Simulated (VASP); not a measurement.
# SiO2 (P4_32_12) in VASP: further runs

Runs on SiO2. Level: r2SCAN. Tasks: single point.

Everything below comes from runs of VASP 6.6.1. Logs are shortened: lines on timing, memory, paths and dates and some standing lists are left out, and cuts for length are marked.

### 1 The cell of the first run

It takes space group P4_32_12 (No. 96, tetragonal). The conventional cell has a = 4.983 Å, b = 4.983 Å, c = 6.922 Å, α = 90.00°, β = 90.00°, γ = 90.00°. Within 2.1 Å of Si (site symmetry 2) lie 4 O at 1.61 Å. O (site symmetry 1) has 2 Si at 1.61 Å within 2.1 Å.

### 2 Single point, r2SCAN

POSCAR

```
SiO2
1.0
    4.9831211800      0.0000000000      0.0000000000
    0.0000000000      4.9831211800      0.0000000000
    0.0000000000      0.0000000000      6.9224337800
Si O
4 8
Direct
    0.8020595700      0.8020595700      0.5000000000
    0.6979404300      0.3020595700      0.2500000000
    0.1979404300      0.1979404300      0.0000000000
    0.3020595700      0.6979404300      0.7500000000
    0.2616871100      0.3914946500      0.8189259800
    0.1085053500      0.7616871100      0.5689259800
    0.7383128900      0.6085053500      0.3189259800
    0.8914946500      0.2383128900      0.0689259800
    0.7616871100      0.1085053500      0.4310740200
    0.6085053500      0.7383128900      0.6810740200
    0.2383128900      0.8914946500      0.9310740200
    0.3914946500      0.2616871100      0.1810740200
```

INCAR.step1

```
PREC = Accurate ; ENCUT = 520
ISMEAR = -1 ; SIGMA = 0.02
LREAL = False ; LASPH = True
NELM = 80 ; NBANDS = 44
GGA = PE ; ALGO = Normal
EDIFF = 1E-4 ; LWAVE = True
LCHARG = False
```

INCAR.step2

```
PREC = Accurate ; ENCUT = 520
EDIFF = 1E-6 ; ISMEAR = -1
SIGMA = 0.02 ; LREAL = False
LASPH = True ; NELM = 80
ALGO = Normal ; ISIF = 2
LWAVE = False ; LCHARG = False
METAGGA = R2SCAN ; LMIXTAU = True
NBANDS = 44 ; ISTART = 1
```

KPOINTS

```
regular mesh
0
Gamma
  6 6 4
```

Potentials or basis: VASP PAW PBE potentials, release 64 (Si, O).

Launch:

```bash
$ cat potpaw_PBE.64/Si/POTCAR potpaw_PBE.64/O/POTCAR > POTCAR
$ cp INCAR.step1 INCAR
$ mpirun -np 1 vasp_std > vasp.out
$ cp INCAR.step2 INCAR
$ mpirun -np 1 vasp_std > vasp.out
```

OUTCAR:

```text
PREC = Accurate
   ENCUT = 520
   EDIFF = 1E-6
   ISMEAR = -1
   LREAL = False
   LASPH = True
   NELM = 80
   ISIF = 2
   METAGGA = R2SCAN
   ISTART = 1

 ion  position               nearest neighbor table
   1  0.802  0.802  0.500-   6 1.61   9 1.61   7 1.61  10 1.61   2 3.08   4 3.08   2 3.08   4 3.08

   2  0.698  0.302  0.250-   7 1.61  12 1.61   9 1.61   8 1.61   1 3.08   3 3.08   1 3.08   3 3.08

   3  0.198  0.198  0.000-   8 1.61  11 1.61   5 1.61  12 1.61   2 3.08   4 3.08   4 3.08   2 3.08

   4  0.302  0.698  0.750-   5 1.61  10 1.61   6 1.61  11 1.61   1 3.08   3 3.08   3 3.08   1 3.08

   5  0.262  0.391  0.819-   4 1.61   3 1.61
   6  0.109  0.762  0.569-   1 1.61   4 1.61
   7  0.738  0.609  0.319-   2 1.61   1 1.61
   8  0.891  0.238  0.069-   3 1.61   2 1.61
   9  0.762  0.109  0.431-   1 1.61   2 1.61
  10  0.609  0.738  0.681-   4 1.61   1 1.61
  11  0.238  0.891  0.931-   3 1.61   4 1.61
  12  0.391  0.262  0.181-   2 1.61   3 1.61

  LATTYP: Found a simple tetragonal cell.
 ALAT       =     4.9831211800
 C/A-ratio  =     1.3891762873

  Lattice vectors:

 A1 = (   4.9831211800,   0.0000000000,   0.0000000000)
 A2 = (   0.0000000000,   4.9831211800,   0.0000000000)
 A3 = (   0.0000000000,   0.0000000000,   6.9224337800)

Analysis of symmetry for initial positions (statically):
=====================================================================
 Subroutine PRICEL returns:
 Original cell was already a primitive cell.

 Routine SETGRP: Setting up the symmetry group for a
 simple tetragonal supercell.

 Subroutine GETGRP returns: Found  8 space group operations
 (whereof  2 operations were pure point group operations)
 out of a pool of 16 trial point group operations.

The static configuration has the point symmetry C_2 .
 The point group associated with its full space group is D_4 .

Analysis of symmetry for dynamics (positions and initial velocities):
=====================================================================
 Subroutine PRICEL returns:
 Original cell was already a primitive cell.

 Routine SETGRP: Setting up the symmetry group for a
 simple tetragonal supercell.

 Subroutine GETGRP returns: Found  8 space group operations
 (whereof  2 operations were pure point group operations)
 out of a pool of 16 trial point group operations.

The dynamic configuration has the point symmetry C_2 .
 The point group associated with its full space group is D_4 .

 Subroutine INISYM returns: Found  8 space group operations
 (whereof  2 operations are pure point group operations),
 and found     1 'primitive' translations

----------------------------------------------------------------------------------------

                                     Primitive cell

  volume of cell :     171.8944

  direct lattice vectors                    reciprocal lattice vectors
     4.983121180  0.000000000  0.000000000     0.200677440  0.000000000  0.000000000
     0.000000000  4.983121180  0.000000000     0.000000000  0.200677440  0.000000000
     0.000000000  0.000000000  6.922433780     0.000000000  0.000000000  0.144457864

  length of vectors
     4.983121180  4.983121180  6.922433780     0.200677440  0.200677440  0.144457864

  position of ions in fractional coordinates (direct lattice)
     0.802059570  0.802059570  0.500000000
     0.697940430  0.302059570  0.250000000
     0.197940430  0.197940430  0.000000000
     0.302059570  0.697940430  0.750000000
     0.261687110  0.391494650  0.818925980
     0.108505350  0.761687110  0.568925980
     0.738312890  0.608505350  0.318925980
     0.891494650  0.238312890  0.068925980
     0.761687110  0.108505350  0.431074020
     0.608505350  0.738312890  0.681074020
     0.238312890  0.891494650  0.931074020
     0.391494650  0.261687110  0.181074020

  ion indices of the primitive-cell ions
   primitive index   ion index
                 1           1
                 2           2
                 3           3
                 4           4
                 5           5
                 6           6
                 7           7
                 8           8
                 9           9
                10          10
                11          11
                12          12

----------------------------------------------------------------------------------------

 KPOINTS: regular mesh

Automatic generation of k-mesh.
 Grid dimensions read from file:
 generate k-points for:    6    6    4

 Generating k-lattice:

  Cartesian coordinates                     Fractional coordinates (reciprocal lattice)
     0.033446240  0.000000000  0.000000000     0.166666667  0.000000000  0.000000000
     0.000000000  0.033446240  0.000000000     0.000000000  0.166666667  0.000000000
     0.000000000  0.000000000  0.036114466     0.000000000  0.000000000  0.250000000

  Length of vectors
     0.033446240  0.033446240  0.036114466

  Shift w.r.t. Gamma in fractional coordinates (k-lattice)
     0.000000000  0.000000000  0.000000000

 Subroutine IBZKPT returns following result:
 ===========================================

 Found     30 irreducible k-points:

 Following reciprocal coordinates:
            Coordinates               Weight
  0.000000  0.000000  0.000000      1.000000
  0.166667  0.000000  0.000000      4.000000
  0.333333  0.000000  0.000000      4.000000
  0.500000  0.000000  0.000000      2.000000
  0.166667  0.166667  0.000000      4.000000
  0.333333  0.166667  0.000000      8.000000
[... 16 lines left out ...]
  0.333333  0.000000  0.500000      4.000000
  0.500000  0.000000  0.500000      2.000000
 [... further k-points ...]
   k-points           NKPTS =     30   k-points in BZ     NKDIM =     30   number of bands    NBANDS=     44
   number of dos      NEDOS =    301   number of ions     NIONS =     12
   total plane-waves  NPLWV =  86400
   dimension x,y,z NGX =    40 NGY =   40 NGZ =   54
   dimension x,y,z NGXF=    80 NGYF=   80 NGZF=  108
   ions per type =               4   8
   NGX,Y,Z   is equivalent  to a cutoff of  13.34, 13.34, 12.97 a.u.
   NGXF,Y,Z  is equivalent  to a cutoff of  26.69, 26.69, 25.94 a.u.
 SYSTEM =  unknown system
   PREC   = accura    normal or accurate (medium, high low for compatibility)
   ISTART =      1    job   : 0-new  1-cont  2-samecut
   ICHARG =      0    charge: 1-file 2-atom 10-const
   ISPIN  =      1    spin polarized calculation?
   LNONCOLLINEAR =      F non collinear calculations
   LSORBIT =      F    spin-orbit coupling
   LASPH  =      T    aspherical Exc in radial PAW
   ENCUT  =  520.0 eV  38.22 Ry    6.18 a.u.   9.27  9.27 12.87*2*pi/ulx,y,z
   NELM   =     80;   NELMIN=  2; NELMDL=  0     # of ELM steps
   EDIFF  = 0.1E-05   stopping-criterion for ELM
   LREAL  =      F    real-space projection
   EDIFFG = 0.1E-04   stopping-criterion for IOM
   NSW    =      0    number of steps for IOM
   IBRION =     -1    ionic relax: 0-MD 1-quasi-New 2-CG
   NFREE  =      0    steps in history (QN), initial steepest desc. (CG)
   ISIF   =      2    stress and relaxation
   ISYM   =      2    0-nonsym 1-usesym 2-fastsym
   POTIM  = 0.5000    time-step for ionic-motion
   TEBEG  =    0.0;   TEEND  =   0.0 temperature during run
   PSTRESS=    0.0 pullay stress
   NELECT =      64.0000    total number of electrons
   NUPDOWN=      -1.0000    fix difference up-down
   EMIN   =  10.00;   EMAX   =-10.00  energy-range for DOS
   EFERMI =   0.00;   METHOD = LEGACY
   ISMEAR =    -1;   SIGMA  =   0.02  broadening in eV -4-tet -1-fermi 0-gaus
   EFERMI_NEDOS =   21; number of points for ismear=-14 and -15
   IALGO  =     38    algorithm
   IMIX   =      4    mixing-type and parameters
     AMIX     =   0.40;   BMIX     =  1.00
     AMIX_MAG =   1.60;   BMIX_MAG =  1.00
  volume/ion in A,a.u.               =      14.32        96.67
  Fermi-wavevector in a.u.,A,eV,Ry     =   1.177735  2.225596 18.872094  1.387060
  Thomas-Fermi vector in A             =   2.314076
   LORBIT       =      0    0 simple, 1 ext, 2 COOP (PROOUT), +10 PAW based schemes
   METAGGA = R2SCAN    functional components
   LHFCALC =     F    Hartree Fock is set to
   AEXX    =    0.0000 exact exchange contribution
   IVDW    =     0    specifies the selected vdW correction
   LEPSILON=     F    determine dielectric tensor
   LRPA    =     F    only Hartree local field effects (RPA)
 non-spin polarized calculation
  energy-cutoff  :      520.00
  volume of cell :      171.89
 maximum number of plane-waves:      4666
 NGX is ok and might be reduce to    40
   NGX = 19   NGY = 19   NGZ = 25

 number of electron      63.9999966 magnetization

 Free energy of the ion-electron system (eV)
  ---------------------------------------------------
  ext. energy  EPLUGINS =         0.00000000
  ---------------------------------------------------
  free energy    TOTEN  =      -119.16517804 eV

  energy without entropy =     -119.16517804  energy(sigma->0) =     -119.16517804

 E-fermi :   0.1619     XC(G=0):  -8.8739

 val. band max:       -0.3230337484   @ k =   0.0000   0.0000   0.0000
 cond. band min:       6.0197679549   @ k =   0.0000   0.0000   0.0000
 fundamental gap:      6.3428017032
 Fermi energy:         0.1619470161

 k-point     1 :       0.0000    0.0000    0.0000
  band No.  band energies     occupation
      1     -20.7700      2.00000
      2     -19.8700      2.00000
      3     -19.8700      2.00000
      4     -18.7377      2.00000
      5     -18.6925      2.00000
      6     -18.6867      2.00000
[... 36 lines left out ...]
     43      11.9833      0.00000
     44      12.2473      0.00000

 k-point     2 :       0.1667    0.0000    0.0000
  band No.  band energies     occupation
      1     -20.7120      2.00000
      2     -19.9283      2.00000
      3     -19.8020      2.00000
      4     -18.7753      2.00000
      5     -18.7413      2.00000
      6     -18.7054      2.00000
[... 36 lines left out ...]
     43      11.9525      0.00000
     44      12.1709      0.00000

 k-point     3 :       0.3333    0.0000    0.0000
  band No.  band energies     occupation
      1     -20.5502      2.00000
      2     -20.0933      2.00000
      3     -19.6095      2.00000
      4     -19.0204      2.00000
      5     -18.7486      2.00000
      6     -18.7350      2.00000
[... 36 lines left out ...]
     43      11.6973      0.00000
     44      12.2761      0.00000

 k-point     4 :       0.5000    0.0000    0.0000
  band No.  band energies     occupation
      1     -20.3233      2.00000
      2     -20.3233      2.00000
      3     -19.3279      2.00000
      4     -19.3279      2.00000
      5     -18.7501      2.00000
      6     -18.7501      2.00000
[... 882 lines left out ...]
     43      11.8628      0.00000
     44      11.8628      0.00000

 k-point    23 :       0.3333    0.0000    0.5000
  band No.  band energies     occupation
      1     -20.3778      2.00000
      2     -20.3778      2.00000
      3     -19.2749      2.00000
      4     -19.2749      2.00000
      5     -18.7266      2.00000
      6     -18.7266      2.00000
[... 36 lines left out ...]
     43      12.0439      0.00000
     44      12.0439      0.00000

 k-point    24 :       0.5000    0.0000    0.5000
  band No.  band energies     occupation
      1     -20.3175      2.00000
      2     -20.3175      2.00000
      3     -19.3478      2.00000
      4     -19.3478      2.00000
      5     -18.7354      2.00000
      6     -18.7354      2.00000
[... 36 lines left out ...]
     43      12.0767      0.00000
     44      12.0767      0.00000

 [... further k-points ...]

------------------------ aborting loop because EDIFF is reached ----------------------------------------

  FORCE on cell =-STRESS in cart. coord.  units (eV):
  Direction    XX          YY          ZZ          XY          YZ          ZX
  --------------------------------------------------------------------------------------
  -------------------------------------------------------------------------------------
  Total        0.1639108      0.1639108      0.1219767      0.0000000      0.0000000     -0.0000000
  in kB        1.5277643      1.5277643      1.1369095      0.0000000      0.0000000     -0.0000000
  external PRESSURE =       1.3974794 kB  Pullay stress =       0.0000000 kB

 VOLUME and BASIS-vectors are now :
 -----------------------------------------------------------------------------
  energy-cutoff  :      520.00
  volume of cell :      171.89
      direct lattice vectors                 reciprocal lattice vectors
     4.983121180  0.000000000  0.000000000     0.200677440  0.000000000  0.000000000
     0.000000000  4.983121180  0.000000000     0.000000000  0.200677440  0.000000000
     0.000000000  0.000000000  6.922433780     0.000000000  0.000000000  0.144457864

 POSITION                                       TOTAL-FORCE (eV/Angst)
 -----------------------------------------------------------------------------------
      3.99676      3.99676      3.46122         0.020826      0.020826     -0.000000
      3.47792      1.50520      1.73061        -0.020826      0.020826     -0.000000
      0.98636      0.98636      0.00000        -0.020826     -0.020826     -0.000000
      1.50520      3.47792      5.19183         0.020826     -0.020826     -0.000000
      1.30402      1.95087      5.66896        -0.000621      0.001521      0.003955
      0.54070      3.79558      3.93835        -0.001521     -0.000621      0.003955
      3.67910      3.03226      2.20774         0.000621     -0.001521      0.003955
      4.44243      1.18754      0.47714         0.001521      0.000621      0.003955
      3.79558      0.54070      2.98408        -0.000621     -0.001521     -0.003955
      3.03226      3.67910      4.71469        -0.001521      0.000621     -0.003955
      1.18754      4.44243      6.44530         0.000621      0.001521     -0.003955
      1.95087      1.30402      1.25347         0.001521     -0.000621     -0.003955
 -----------------------------------------------------------------------------------
    total drift:                                0.000000     -0.000000      0.000000

  FREE ENERGIE OF THE ION-ELECTRON SYSTEM (eV)
  ---------------------------------------------------
  free  energy   TOTEN  =      -119.1651780379 eV

  energy  without entropy=     -119.1651780379  energy(sigma->0) =     -119.16517804
```

It took 7 min on 1 thread of AMD EPYC 9R45 (Zen 5), shared host; peak memory 0.37 GiB.

Results:

```
Free energy            : -119.1652 eV
Pressure               : 0.1 GPa
Largest force          : 0.029 eV/Å
Band gap on the k mesh : 6.34 eV
```

Forces on the atoms (eV/Å):
```
Si   0.021  0.021  0.000
Si  -0.021  0.021  0.000
Si  -0.021 -0.021  0.000
Si   0.021 -0.021  0.000
O   -0.001  0.002  0.004
O   -0.002 -0.001  0.004
O    0.001 -0.002  0.004
O    0.002  0.001  0.004
O   -0.001 -0.002 -0.004
O   -0.002  0.001 -0.004
O    0.001  0.002 -0.004
O    0.002 -0.001 -0.004
```

Caveat: the PAW data sets were made with another functional, which shifts forces and pressure a little. A k mesh can miss the band edges.

### 3 Single point, r2SCAN

POSCAR is that of step 2.

INCAR.step1

```
SYSTEM = SiO2
PREC = Accurate
ENCUT = 520
ISMEAR = -1
SIGMA = 0.02
LREAL = .False.
LASPH = .True.
NELM = 60
NBANDS = 44
GGA = PE
ALGO = Normal
EDIFF = 1E-4
LWAVE = .True.
LCHARG = .False.
```

INCAR.step2

```
SYSTEM = SiO2
PREC = Accurate
ENCUT = 520
EDIFF = 1E-6
ISMEAR = -1
SIGMA = 0.02
LREAL = .False.
LASPH = .True.
NELM = 60
ALGO = Normal
ISIF = 2
LWAVE = .False.
LCHARG = .False.
METAGGA = R2SCAN
LMIXTAU = .True.
NBANDS = 44
ISTART = 1
```

KPOINTS

```
Automatic mesh
0
Gamma
  6 6 4
  0 0 0
```

Potentials or basis: VASP PAW PBE potentials, release 64 (Si, O).

Launch:

```bash
$ cat potpaw_PBE.64/Si/POTCAR potpaw_PBE.64/O/POTCAR > POTCAR
$ cp INCAR.step1 INCAR
$ mpirun -np 1 vasp_std > vasp.out
$ cp INCAR.step2 INCAR
$ mpirun -np 1 vasp_std > vasp.out
```

It took 7.4 min on 1 thread of AMD EPYC 9R45 (Zen 5), shared host; peak memory 0.37 GiB.

Results (log left out):

```yaml
Free_energy: -119.1652 eV
Pressure: 0.1 GPa
Largest_force: 0.029 eV/Å
Band_gap_on_the_k_mesh: 6.34 eV
```

Forces on the atoms (eV/Å):
```
Si   0.021  0.021  0.000
Si  -0.021  0.021  0.000
Si  -0.021 -0.021  0.000
Si   0.021 -0.021  0.000
O   -0.001  0.002  0.004
O   -0.002 -0.001  0.004
O    0.001 -0.002  0.004
O    0.002  0.001  0.004
O   -0.001 -0.002 -0.004
O   -0.002  0.001 -0.004
O    0.001  0.002 -0.004
O    0.002 -0.001 -0.004
```

Levels at points of the mesh, in eV from the valence-band top:
| k point | band 30 | band 31 | band 32 | band 33 | band 34 | band 35 |
| --- | --- | --- | --- | --- | --- | --- |
| (0.00, 0.00, 0.00) | -0.31 | -0.31 | 0.00 | 6.34 | 9.63 | 9.63 |
| (0.50, 0.00, 0.00) | -0.65 | -0.50 | -0.50 | 8.45 | 8.45 | 10.04 |
| (0.50, 0.50, 0.00) | -0.60 | -0.54 | -0.54 | 9.45 | 9.45 | 9.63 |
| (0.00, 0.00, 0.50) | -0.54 | -0.40 | -0.40 | 7.63 | 7.63 | 10.32 |
| (0.50, 0.00, 0.50) | -0.94 | -0.18 | -0.18 | 8.90 | 8.90 | 9.60 |
| (0.50, 0.50, 0.50) | -0.62 | -0.62 | -0.62 | 9.97 | 9.97 | 9.97 |

Caveat: the PAW data sets were made with another functional, which shifts forces and pressure a little.
